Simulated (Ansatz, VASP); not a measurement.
Given: the input of a run of Ansatz 0.2.0 on SnSe.

input.yaml

```yaml
crystal:
  lattice:
    - [0.0, 3.4132965485, 3.4132965485]
    - [3.4132965485, 0.0, 3.4132965485]
    - [3.4132965485, 3.4132965485, 0.0]
  atoms:
    - { symbol: Sn, position: [0.0, 0.0, 0.0] }
    - { symbol: Se, position: [0.75, 0.75, 0.75] }
hamiltonian:
  xc: pbe
  pseudopotentials: { kind: paw, azcp: { folder: soft_1 } }
kpoints:
  mp_grid: { grid: [7, 7, 7] }
scf:
  occupations: { method: fermi_dirac, width: 0.05 }
output:
  forces: true
  stress: true
  eigenvalues: true
```

Potentials or basis: Ansatz PAW soft_1.

Launch:

```sh
$ ansatz run input.yaml --threads 1 --pin off --max-ram 3584MiB --backend cpu --events-out ev --progress --plain --runs-dir out
```

Q: Set up the same calculation for VASP 6.6.1. Potentials there: VASP PAW PBE potentials, release 64 (Sn_d, Se).

A: As run (the cutoff follows the program's own potentials):

INCAR

```
SYSTEM = SnSe
PREC = Accurate
ENCUT = 520
EDIFF = 1E-7
ISMEAR = -1
SIGMA = 0.05
LREAL = .FALSE.
LASPH = .TRUE.
NELM = 100
ALGO = Normal
ISIF = 2
LWAVE = .FALSE.
LCHARG = .FALSE.
GGA = PE
NBANDS = 17
```

File KPOINTS:

```
Automatic mesh
0
G
  7 7 7
  0 0 0
```

The input POSCAR:

```
SnSe
1.0
    0.0000000000      3.4132965485      3.4132965485
    3.4132965485      0.0000000000      3.4132965485
    3.4132965485      3.4132965485      0.0000000000
Sn Se
1 1
Direct
    0.0000000000      0.0000000000      0.0000000000
    0.7500000000      0.7500000000      0.7500000000
```

Potentials or basis: VASP PAW PBE potentials, release 64 (Sn_d, Se).

The run is started by

```sh
$ cat potpaw_PBE.64/Sn_d/POTCAR potpaw_PBE.64/Se/POTCAR > POTCAR
$ mpirun -np 1 vasp_std > vasp.out
```

Both were run:

|  | VASP | Ansatz | Ansatz less VASP |
| --- | --- | --- | --- |
| gap on the k mesh at the Fermi level (eV) | 0.35 | 0.36 | +0.002 |
| least direct gap on the mesh (eV) | 0.77 | 0.77 | +0.001 |
| pressure (GPa) | -0.6 | -0.6 | 0.00 |

VASP's potentials hold 20 valence electrons a cell and Ansatz's 30, so a difference there can come from the potentials and not from the codes.

Noted on Ansatz's run: odd divisions of the mesh miss points on the zone boundary, where band edges often lie, so the gap on the mesh can be too wide.
